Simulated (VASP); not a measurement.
**ZnS: relaxation of cell and atoms with PBE**

Crystal: ZnS.

```
Zn S
1.0
     0.00000    2.72159    2.72159
     2.72159    0.00000    2.72159
     2.72159    2.72159    0.00000
Zn S
1 1
Direct
  0.25000 0.25000 0.25000
  0.00000 0.00000 0.00000
```

| Item | Value |
| --- | --- |
| Program | VASP 6.6.1 |
| Task | relaxation of cell and atoms |
| Functional | PBE |
| Potentials or basis | VASP PAW PBE potentials, release 64 (Zn, S) |
| Cutoff | 600 eV |
| k mesh | 8 × 8 × 8 |
| Occupations | gaussian, width 0.02 eV |
| Spin | no spin polarisation |
| Dipole correction | no |
| Further INCAR settings | ALGO = Normal; EDIFF = 1e-06; IBRION = 2; EDIFFG = -0.01; NSW = 100; ISIF = 3 |

* Relaxed volume: 20.22 Å³/atom
* Relaxed cell: a = 3.853 Å, b = 3.853 Å, c = 3.853 Å, α = 60.00°, β = 60.00°, γ = 60.00°
* Space group after relaxing (to 0.05 Å): F-43m (No. 216)
* Energy gained by relaxing: 0.0 meV/atom
* Ionic steps: 2
* Pressure after relaxing: 0.0 GPa
* Band gap on the k mesh: 2.01 eV, direct

Final structure:
```xyz
2
Lattice="0.0000 2.7241 2.7241 2.7241 0.0000 2.7241 2.7241 2.7241 0.0000" Properties=species:S:1:pos:R:3 pbc="T T T"
Zn    1.3621    1.3621    1.3621
S     2.7241    0.0000    2.7241
```

Levels at points of the mesh, in eV from the valence-band top:
```csv
k point,band 6,band 7,band 8,band 9,band 10,band 11,band 12,band 13
"(0.00, 0.00, 0.00)",-5.78,0.00,0.00,0.00,2.01,6.41,6.41,6.41
"(0.50, 0.00, 0.00)",-5.58,-5.13,-0.83,-0.83,3.26,6.94,6.94,8.78
"(0.50, 0.50, 0.00)",-5.57,-4.46,-2.13,-2.13,3.46,4.07,10.81,11.80
```

Run time: 13 s on 1 thread of Intel(R) Xeon(R) Platinum 8559C (Emerald Rapids), with other jobs on the host, peak memory 0.18 GiB.

A hybrid or GW would open this gap; PBE tends to underestimate it.
